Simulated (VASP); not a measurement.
Input of a VASP 6.6.1 run:

The input INCAR:

```
SYSTEM = SiO2
  ALGO = Normal
  EDIFF = 1E-7
  ENCUT = 520
  GGA = PE
  ISIF = 2
  ISMEAR = 0
  LASPH = .True.
  LCHARG = .False.
  LREAL = .False.
  LWAVE = .False.
  NBANDS = 25
  NELM = 60
  PREC = Accurate
  SIGMA = 0.05
```

KPOINTS

```
k-points
0
Gamma
  6 6 8
  0 0 0
```

The input POSCAR:

```
SiO2
1.0
    4.1088000000      0.0000000000      0.0000000000
    0.0000000000      4.1088000000      0.0000000000
    0.0000000000      0.0000000000      3.0125000000
Si O
2 4
Direct
    0.5000000000      0.5000000000      0.5000000000
    0.0000000000      0.0000000000      0.0000000000
    0.6930127928      0.6930127928      0.0000000000
    0.1930127928      0.8069872072      0.5000000000
    0.3069872072      0.3069872072      0.0000000000
    0.8069872072      0.1930127928      0.5000000000
```

Potentials or basis: VASP PAW PBE potentials, release 64 (Si, O).

Command:

```console
$ cat potpaw_PBE.64/Si/POTCAR potpaw_PBE.64/O/POTCAR > POTCAR
$ mpirun -np 1 vasp_std > vasp.out
```

Q: Estimate the pressure.

A: -16.0 GPa.

Q: Predict the band gap on the k mesh.

A: 3.58 eV.

Q: Estimate the largest force.

A: 0.824 eV/Å.

Stress tensor (GPa, compression positive):
```
  0.12   0.00   0.00
  0.00   0.12   0.00
  0.00   0.00 -48.17
```

Caveat: the cell stands under tension.
